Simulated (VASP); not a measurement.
Input of a VASP 6.6.1 run:

The input POSCAR:

```
TaN
1.0
    0.0000000000      2.1065633751      2.1065633751
    2.1065633751      0.0000000000      2.1065633751
    2.1065633751      2.1065633751      0.0000000000
Ta N
1 1
Direct
    0.5000000000      0.5000000000      0.5000000000
    0.0000000000      0.0000000000      0.0000000000
```

The input INCAR.step1:

```
SYSTEM = TaN
  PREC = Accurate
  ENCUT = 520
  ISMEAR = 0
  SIGMA = 0.1
  LREAL = .FALSE.
  LASPH = .TRUE.
  NELM = 60
  NBANDS = 15
  GGA = PE
  ALGO = Normal
  EDIFF = 1E-4
  LWAVE = .TRUE.
  LCHARG = .FALSE.
```

The input INCAR.step2:

```
SYSTEM = TaN
  PREC = Accurate
  ENCUT = 520
  EDIFF = 1E-7
  ISMEAR = 0
  SIGMA = 0.1
  LREAL = .FALSE.
  LASPH = .TRUE.
  NELM = 60
  ALGO = Normal
  ISIF = 2
  LWAVE = .FALSE.
  LCHARG = .TRUE.
  METAGGA = R2SCAN
  LMIXTAU = .TRUE.
  LELF = .TRUE.
  LVHAR = .TRUE.
  NBANDS = 15
  ISTART = 1
```

File KPOINTS:

```
Automatic mesh
0
G
  16 16 16
  0 0 0
```

Potentials or basis: VASP PAW PBE potentials, release 64 (Ta_pv, N).

Command:

```sh
$ cat potpaw_PBE.64/Ta_pv/POTCAR potpaw_PBE.64/N/POTCAR > POTCAR
$ cp INCAR.step1 INCAR
$ mpirun -np 1 vasp_std > vasp.out
$ cp INCAR.step2 INCAR
$ mpirun -np 1 vasp_std > vasp.out
```

Problem. Predict the band gap on the k mesh.

Solution. Zero (band 8 reaches 13.50 eV, above the bottom of band 9 at 8.57 eV).

Problem. Predict the pressure.

Solution. 62.5 GPa.

Caveat: the PAW data sets were made with another functional, which shifts forces and pressure a little; spin-orbit coupling is left out, which moves the levels of the heavy elements.
